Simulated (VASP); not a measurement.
# Re in VASP: a series of runs

Re is run at these levels: PBEsol; tasks: single point.

Program: VASP 6.6.1. These are calculated values, not measurements. Logs are shortened: lines on timing, memory, paths and dates and some standing lists are left out, and cuts for length are marked.

### Step 1. The cell of the first run

The typed cell holds 2 atoms: a = 2.761 Å, b = 2.761 Å, c = 4.458 Å, α = 90.00°, β = 90.00°, γ = 120.00°.

### Step 2. Single point, PBEsol

The input, INCAR:

```
SYSTEM = Re
PREC = Accurate ; ENCUT = 520
EDIFF = 1E-7 ; ISMEAR = -1
SIGMA = 0.05 ; LREAL = .False.
LASPH = .True. ; NELM = 100
ALGO = Normal ; ISIF = 2
LWAVE = .False. ; LCHARG = .False.
GGA = PS ; NBANDS = 14
```

The input, KPOINTS:

```
regular mesh
0
Gamma
  7 7 4
  0 0 0
```

The input, POSCAR:

```
Re
1.0
    2.7608000000      0.0000000000      0.0000000000
   -1.3804000000      2.3909229348      0.0000000000
    0.0000000000      0.0000000000      4.4582000000
Re
2
Direct
    0.6631470000      0.3330820000      0.7526830000
    0.3363860000      0.6692810000      0.2480690000
```

Potentials or basis: VASP PAW PBE potentials, release 64 (Re).

Run with:

```bash
$ cat potpaw_PBE.64/Re/POTCAR > POTCAR
$ mpirun -np 1 vasp_std > vasp.out
```

OUTCAR:

```text
SYSTEM = Re
   PREC = Accurate
   ENCUT = 520
   EDIFF = 1E-7
   ISMEAR = -1
   LREAL = .False.
   LASPH = .True.
   NELM = 100
   ISIF = 2
   GGA = PS

 ion  position               nearest neighbor table
   1  0.663  0.333  0.753-   2 2.72   2 2.72   2 2.73   2 2.75   2 2.75   2 2.77
   2  0.336  0.669  0.248-   1 2.72   1 2.72   1 2.73   1 2.75   1 2.75   1 2.77

  LATTYP: Found a hexagonal cell.
 ALAT       =     2.7608000000
 C/A-ratio  =     1.6148217908

  Lattice vectors:

 A1 = (   2.7608000000,   0.0000000000,   0.0000000000)
 A2 = (  -1.3804000000,   2.3909229348,   0.0000000000)
 A3 = (   0.0000000000,   0.0000000000,   4.4582000000)

Analysis of symmetry for initial positions (statically):
=====================================================================
 Subroutine PRICEL returns:
 Original cell was already a primitive cell.

 Routine SETGRP: Setting up the symmetry group for a
 hexagonal supercell.

 Subroutine GETGRP returns: Found  2 space group operations
 (whereof  1 operations were pure point group operations)
 out of a pool of 24 trial point group operations.

The static configuration has the point symmetry C_1 .
 The point group associated with its full space group is S_2 .

Analysis of symmetry for dynamics (positions and initial velocities):
=====================================================================
 Subroutine PRICEL returns:
 Original cell was already a primitive cell.

 Routine SETGRP: Setting up the symmetry group for a
 hexagonal supercell.

 Subroutine GETGRP returns: Found  2 space group operations
 (whereof  1 operations were pure point group operations)
 out of a pool of 24 trial point group operations.

The dynamic configuration has the point symmetry C_1 .
 The point group associated with its full space group is S_2 .

 Subroutine INISYM returns: Found  2 space group operations
 (whereof  1 operations are pure point group operations),
 and found     1 'primitive' translations

----------------------------------------------------------------------------------------

                                     Primitive cell

  volume of cell :      29.4280

  direct lattice vectors                    reciprocal lattice vectors
     2.760800000  0.000000000  0.000000000     0.362213851  0.209124264  0.000000000
    -1.380400000  2.390922935  0.000000000     0.000000000  0.418248529  0.000000000
     0.000000000  0.000000000  4.458200000     0.000000000  0.000000000  0.224305774

  length of vectors
[... 91 lines left out ...]
   TEBEG  =    0.0;   TEEND  =   0.0 temperature during run
   PSTRESS=    0.0 pullay stress
   NELECT =      14.0000    total number of electrons
   NUPDOWN=      -1.0000    fix difference up-down
   EMIN   =  10.00;   EMAX   =-10.00  energy-range for DOS
   EFERMI =   0.00;   METHOD = LEGACY
   ISMEAR =    -1;   SIGMA  =   0.05  broadening in eV -4-tet -1-fermi 0-gaus
   EFERMI_NEDOS =   21; number of points for ismear=-14 and -15
   IALGO  =     38    algorithm
   IMIX   =      4    mixing-type and parameters
     AMIX     =   0.40;   BMIX     =  1.00
     AMIX_MAG =   1.60;   BMIX_MAG =  1.00
  volume/ion in A,a.u.               =      14.71        99.29
  Fermi-wavevector in a.u.,A,eV,Ry     =   1.278000  2.415070 22.222174  1.633284
  Thomas-Fermi vector in A             =   2.410568
   LORBIT       =      0    0 simple, 1 ext, 2 COOP (PROOUT), +10 PAW based schemes
   GGA     = PS    functional components
   LHFCALC =     F    Hartree Fock is set to
   AEXX    =    0.0000 exact exchange contribution
   IVDW    =     0    specifies the selected vdW correction
   LEPSILON=     F    determine dielectric tensor
   LRPA    =     F    only Hartree local field effects (RPA)
 non-spin polarized calculation
  energy-cutoff  :      520.00
  volume of cell :       29.43
 maximum number of plane-waves:       808
 NGX is ok and might be reduce to    24
   NGX = 11   NGY = 11   NGZ = 17

 number of electron      14.0000000 magnetization

 Free energy of the ion-electron system (eV)
  ---------------------------------------------------
  ext. energy  EPLUGINS =         0.00000000
  ---------------------------------------------------
  free energy    TOTEN  =       -26.73735977 eV

  energy without entropy =      -26.71572171  energy(sigma->0) =      -26.72654074

 E-fermi :   7.7180     XC(G=0): -13.8162

 val. band max:        7.7146075782   @ k =   0.0000   0.2857   0.5000
 cond. band min:       7.7200925328   @ k =   0.2857  -0.0000   0.5000
 fundamental gap:      0.0054849545
 Fermi energy:         7.7180010276

 k-point     1 :       0.0000    0.0000    0.0000
  band No.  band energies     occupation
      1      -2.1825      2.00000
      2       1.0802      2.00000
      3       6.1290      2.00000
      4       6.1374      2.00000
      5       6.1562      2.00000
      6       6.9645      2.00000
      7       6.9991      2.00000
      8       7.8623      0.10561
      9       7.9694      0.01303
     10       8.3305      0.00001
     11      11.0298      0.00000
     12      11.1696      0.00000
     13      17.7116      0.00000
     14      21.8846      0.00000
[... 377 lines left out ...]
      1       2.5773      2.00000
      2       3.2367      2.00000
      3       3.7557      2.00000
      4       4.1642      2.00000
      5       5.3656      2.00000
      6       5.9870      2.00000
      7       7.4210      1.99475
      8      10.0635      0.00000
      9      11.3146      0.00000
     10      11.3742      0.00000
     11      14.2074      0.00000
     12      15.0107      0.00000
     13      16.6304      0.00000
     14      20.4190      0.00000

 [... further k-points ...]

------------------------ aborting loop because EDIFF is reached ----------------------------------------

  FORCE on cell =-STRESS in cart. coord.  units (eV):
  Direction    XX          YY          ZZ          XY          YZ          ZX
  --------------------------------------------------------------------------------------
  -------------------------------------------------------------------------------------
  Total       -0.9762001     -0.9517029     -0.4889486     -0.0234383     -0.0098111     -0.0201170
  in kB      -53.1482978    -51.8145709    -26.6203458     -1.2760754     -0.5341543     -1.0952494
  external PRESSURE =     -43.8610715 kB  Pullay stress =       0.0000000 kB

 VOLUME and BASIS-vectors are now :
 -----------------------------------------------------------------------------
  energy-cutoff  :      520.00
  volume of cell :       29.43
      direct lattice vectors                 reciprocal lattice vectors
     2.760800000  0.000000000  0.000000000     0.362213851  0.209124264  0.000000000
    -1.380400000  2.390922935  0.000000000     0.000000000  0.418248529  0.000000000
     0.000000000  0.000000000  4.458200000     0.000000000  0.000000000  0.224305774

 POSITION                                       TOTAL-FORCE (eV/Angst)
 -----------------------------------------------------------------------------------
      1.37103      0.79637      3.35561         0.074318      0.035424      0.198858
      0.00482      1.60020      1.10594        -0.074318     -0.035424     -0.198858
 -----------------------------------------------------------------------------------
    total drift:                               -0.000000     -0.000000      0.000000

  FREE ENERGIE OF THE ION-ELECTRON SYSTEM (eV)
  ---------------------------------------------------
  free  energy   TOTEN  =       -26.7373597689 eV

  energy  without entropy=      -26.7157217128  energy(sigma->0) =      -26.72654074
```

OSZICAR:

```text
N       E                     dE             d eps       ncg     rms          rms(c)
DAV:   1     0.181456922046E+02    0.18146E+02   -0.67554E+03  5536   0.124E+03
DAV:   2    -0.271241637467E+02   -0.45270E+02   -0.39801E+02  4472   0.287E+02
DAV:   3    -0.282128612194E+02   -0.10887E+01   -0.10536E+01  4488   0.450E+01
DAV:   4    -0.282233478499E+02   -0.10487E-01   -0.10476E-01  4176   0.304E+00
DAV:   5    -0.282235310272E+02   -0.18318E-03   -0.18314E-03  4406   0.735E-01    0.445E+01
DAV:   6    -0.270990092907E+02    0.11245E+01   -0.90076E-01  4776   0.258E+01    0.181E+01
DAV:   7    -0.267521859736E+02    0.34682E+00   -0.54479E-01  4792   0.195E+01    0.472E-01
DAV:   8    -0.267376307215E+02    0.14555E-01   -0.11402E-02  4924   0.145E+00    0.383E-01
DAV:   9    -0.267373519205E+02    0.27880E-03   -0.30922E-04  4670   0.263E-01    0.538E-02
DAV:  10    -0.267373545160E+02   -0.25956E-05   -0.21738E-05  4472   0.581E-02    0.214E-02
DAV:  11    -0.267373602914E+02   -0.57754E-05   -0.12139E-05  4260   0.250E-02    0.304E-03
DAV:  12    -0.267373598855E+02    0.40596E-06   -0.21431E-07  3366   0.860E-03    0.152E-03
DAV:  13    -0.267373597844E+02    0.10110E-06   -0.56584E-08  2064   0.592E-03    0.158E-03
DAV:  14    -0.267373597689E+02    0.15432E-07   -0.29252E-08  1866   0.614E-03
   1 F= -.26737360E+02 E0= -.26726541E+02  d E =-.216381E-01
```

It took 26 s on 1 thread of Intel Xeon Platinum 8375C at 2.90GHz (Ice Lake), shared host; peak memory 0.17 GiB.

What came out:

```yaml
Free_energy: -26.7374 eV
Pressure: -4.4 GPa
Largest_force: 0.215 eV/Å
Band_gap_on_the_k_mesh: zero (band 7 reaches 8.65 eV, above the bottom of band 8 at 6.03 eV)
```

Forces on the atoms (eV/Å):
```
Re   0.074  0.035  0.199
Re  -0.074 -0.035 -0.199
```

Caveat: the k points lie up to 0.38 Å⁻¹ apart; the PAW data sets were made with another functional, which shifts forces and pressure a little; spin-orbit coupling is left out, which moves the levels of the heavy elements.

### Step 3. Single point, PBEsol

The input, INCAR:

```
PREC = Accurate ; ENCUT = 520
EDIFF = 1E-6 ; ISMEAR = -1
SIGMA = 0.05 ; LREAL = False
LASPH = True ; NELM = 100
ALGO = Normal ; ISIF = 2
LWAVE = False ; LCHARG = True
GGA = PS ; LELF = True
LVHAR = True ; NBANDS = 14
```

The input, KPOINTS:

```
regular mesh
0
Gamma
  16 16 9
```

The input, POSCAR:

```
Re
1.0
    2.7608000000      0.0000000000      0.0000000000
   -1.3804000000      2.3909229348      0.0000000000
    0.0000000000      0.0000000000      4.4582000000
Re
2
Direct
    0.6666666667      0.3333333333      0.7500000000
    0.3333333333      0.6666666667      0.2500000000
```

Potentials or basis: VASP PAW PBE potentials, release 64 (Re).

Run with:

```bash
$ cat potpaw_PBE.64/Re/POTCAR > POTCAR
$ mpirun -np 1 vasp_std > vasp.out
```

Wall time 33 s (1 thread of Intel Xeon Platinum 8375C at 2.90GHz (Ice Lake), shared host); peak memory 0.19 GiB.

Results (log left out):

* Free energy: -26.7407 eV
* Pressure: -4.2 GPa
* Band gap on the k mesh: zero (band 7 reaches 9.33 eV, above the bottom of band 8 at 6.10 eV)

Stress tensor (GPa, compression positive):
```
-4.19  0.00  0.00
 0.00 -4.19  0.00
 0.00  0.00 -4.36
```

Levels at points of the mesh, in eV from the Fermi level:
| k point | band 3 | band 4 | band 5 | band 6 | band 7 | band 8 | band 9 | band 10 | band 11 | band 12 |
| --- | --- | --- | --- | --- | --- | --- | --- | --- | --- | --- |
| (0.00, 0.00, 0.00) | -1.57 | -1.57 | -1.57 | -0.73 | -0.73 | 0.20 | 0.20 | 0.62 | 3.38 | 3.38 |
| (0.50, 0.00, 0.00) | -5.25 | -1.93 | -1.73 | -1.36 | -0.59 | 3.99 | 4.39 | 4.52 | 6.08 | 7.08 |

Caveat: the PAW data sets were made with another functional, which shifts forces and pressure a little; spin-orbit coupling is left out, which moves the levels of the heavy elements.

### Step 4. Single point, PBEsol

The input, INCAR:

```
PREC     = Accurate       # precision mode
ENCUT    = 520            # plane-wave cutoff, eV
EDIFF    = 1E-6           # SCF threshold, eV
ISMEAR   = -1             # smearing method
SIGMA    = 0.05           # smearing width, eV
LREAL    = F              # projectors in reciprocal space
LASPH    = T              # aspherical terms in the spheres
NELM     = 100            # most SCF steps
ALGO     = Fast           # electronic algorithm
ISIF     = 2              # what is computed and relaxed
LWAVE    = F              # write WAVECAR
LCHARG   = F              # write CHGCAR
GGA      = PS             # functional
NBANDS   = 14             # bands
```

The input, KPOINTS:

```
regular mesh
0
Gamma
  8 8 4
```

POSCAR is that of step 3.

Run with:

```bash
$ cat potpaw_PBE.64/Re/POTCAR > POTCAR
$ mpirun -np 1 vasp_std > vasp.out
```

It took 20 s on 1 thread of Intel Xeon Platinum 8375C at 2.90GHz (Ice Lake), shared host; peak memory 0.15 GiB.

Results (log left out):

| Quantity | Value |
| --- | --- |
| Free energy | -26.7160 eV |
| Pressure | -3.6 GPa |
| Band gap on the k mesh | zero (band 7 reaches 8.80 eV, above the bottom of band 8 at 6.00 eV) |

Stress tensor (GPa, compression positive):
```
-4.56  0.00  0.00
 0.00 -4.56  0.00
 0.00  0.00 -1.74
```

Levels at points of the mesh, in eV from the Fermi level:
```tsv
k point	band 5	band 6	band 7	band 8	band 9	band 10
(0.00, 0.00, 0.00)	-1.53	-0.69	-0.69	0.24	0.24	0.67
(0.50, 0.00, 0.00)	-1.68	-1.32	-0.55	4.02	4.43	4.56
(0.00, 0.00, 0.50)	-1.66	-1.66	-1.66	-1.66	2.60	2.60
(0.50, 0.00, 0.50)	0.45	0.45	0.98	0.98	4.34	4.34
```

Caveat: the PAW data sets were made with another functional, which shifts forces and pressure a little; spin-orbit coupling is left out, which moves the levels of the heavy elements.

### Step 5. Summary

```csv
k mesh,gap on the mesh (eV),pressure (GPa)
7 × 7 × 4,none,-4.4
16 × 16 × 9,none,-4.2
8 × 8 × 4,none,-3.6
```

Alike in all rows: task single point; level PBEsol; potentials or basis VASP PAW PBE potentials, release 64 (Re); no spin polarisation; cell as given; cutoff (eV) 520; smearing fermi-dirac 0.05 eV.

Caveats: some runs use coarse meshes; the PAW data sets were made with another functional, which shifts forces and pressure a little; spin-orbit coupling is left out, which moves the levels of the heavy elements.

Absolute energies hang on the potentials; compare differences alone.
